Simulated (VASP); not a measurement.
A run of VASP 6.6.1 is set up as follows.

File INCAR:

```
SYSTEM = SiC
PREC     = Accurate       ! precision mode
ENCUT    = 600            ! plane-wave cutoff, eV
EDIFF    = 1E-6           ! SCF threshold, eV
ISMEAR   = 0              ! smearing method
SIGMA    = 0.01           ! smearing width, eV
LREAL    = .False.        ! projectors in reciprocal space
LASPH    = .True.         ! aspherical terms in the spheres
NELM     = 120            ! most SCF steps
ALGO     = Normal         ! electronic algorithm
ISIF     = 2              ! what is computed and relaxed
LWAVE    = .False.        ! write WAVECAR
LCHARG   = .False.        ! write CHGCAR
GGA      = CA             ! functional
NBANDS   = 11             ! bands
GGA_COMPAT= .False.
```

File KPOINTS:

```
regular mesh
0
Gamma
  10 10 10
  0 0 0
```

The input POSCAR:

```
SiC
1.0
    0.0000000000      2.1644841995      2.1644841995
    2.1644841995      0.0000000000      2.1644841995
    2.1644841995      2.1644841995      0.0000000000
Si C
1 1
Direct
    0.0000000000      0.0000000000      0.0000000000
    0.2500000000      0.2500000000      0.2500000000
```

Potentials or basis: VASP PAW LDA potentials, release 64 (Si, C).

Command:

```sh
$ cat potpaw_LDA.64/Si/POTCAR potpaw_LDA.64/C/POTCAR > POTCAR
$ mpirun -np 1 vasp_std > vasp.out
```

Q: Predict the band gap on the k mesh.

A: 1.29 eV, indirect (least direct gap 4.52 eV).

Q: Predict the pressure.

A: 0.3 GPa.

A k mesh can miss the band edges. LDA gaps usually lie below the measured ones, often by a third to a half.
